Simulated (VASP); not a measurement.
Set up this calculation in VASP 6.6.1, as the native input.

| Property | Result |
| --- | --- |
| Task | single point |
| Functional | PBE |
| Potentials or basis | VASP PAW PBE potentials, release 64 (Fe, O) |
| Cutoff | 520 eV |
| k mesh | 8 × 5 × 6 |
| Occupations | gaussian, width 0.02 eV |
| Spin | collinear spin, ferromagnetic start |
| Starting moments | [4.0, 4.0, 0.0, 0.0] μB |
| Hubbard terms | Fe d U = 5.3 eV |
| Dipole correction | no |
| Further INCAR settings | ALGO = Normal; EDIFF = 1e-06; NBANDS = 26; ISYM = 0 |

The structure of FeO lies in POSCAR:

```
FeO
1.0
    0.0000000000     -2.1660000000     -2.1660000000
   -4.3320000000     -2.1660000000     -2.1660000000
    0.0000000000      2.1660000000     -2.1660000000
Fe O
2 2
Direct
    0.0000000000      0.0000000000      0.0000000000
    0.0000000000      0.5000000000      0.5000000000
    0.5000000000      0.0000000000      0.5000000000
    0.5000000000      0.5000000000      0.0000000000
```

These files were run (other wordings do the same):

INCAR

```
SYSTEM = FeO
ALGO = Normal ; EDIFF = 1E-6
ENCUT = 520 ; GGA = PE
ISIF = 2 ; ISMEAR = 0
ISPIN = 2 ; ISYM = 0
LASPH = .True. ; LCHARG = .True.
LDAU = .True. ; LDAUJ = 0 0
LDAUL = 2 -1 ; LDAUPRINT = 1
LDAUTYPE = 2 ; LDAUU = 5.3 0
LELF = .True. ; LMAXMIX = 4
LORBIT = 11 ; LREAL = .False.
LVHAR = .True. ; LWAVE = .False.
MAGMOM = 4 4 0 0 ; NBANDS = 26
NELM = 150 ; PREC = Accurate
SIGMA = 0.02
```

KPOINTS

```
k-points
0
Gamma
  8 5 6
  0 0 0
```

Potentials or basis: VASP PAW PBE potentials, release 64 (Fe, O).

Launch:

```bash
$ cat potpaw_PBE.64/Fe/POTCAR potpaw_PBE.64/O/POTCAR > POTCAR
$ mpirun -np 1 vasp_std > vasp.out
```

It gave:

```yaml
Pressure: -3.3 GPa
Band_gap_on_the_k_mesh: zero (filled and empty bands overlap)
Net_moment: 8.01 μB per cell
Site_moments: Fe +3.87; O +0.18 μB
Valence_electrons_inside_the_program's_atomic_spheres: Fe 6.72; O 5.01
```

Caveat: only a ferromagnetic start was run, and an antiferromagnetic order may lie lower in energy.

It took 12 min on 1 thread of AMD EPYC 7R43 64-Core Processor (Zen 3) (shared host), peak memory 0.28 GiB.
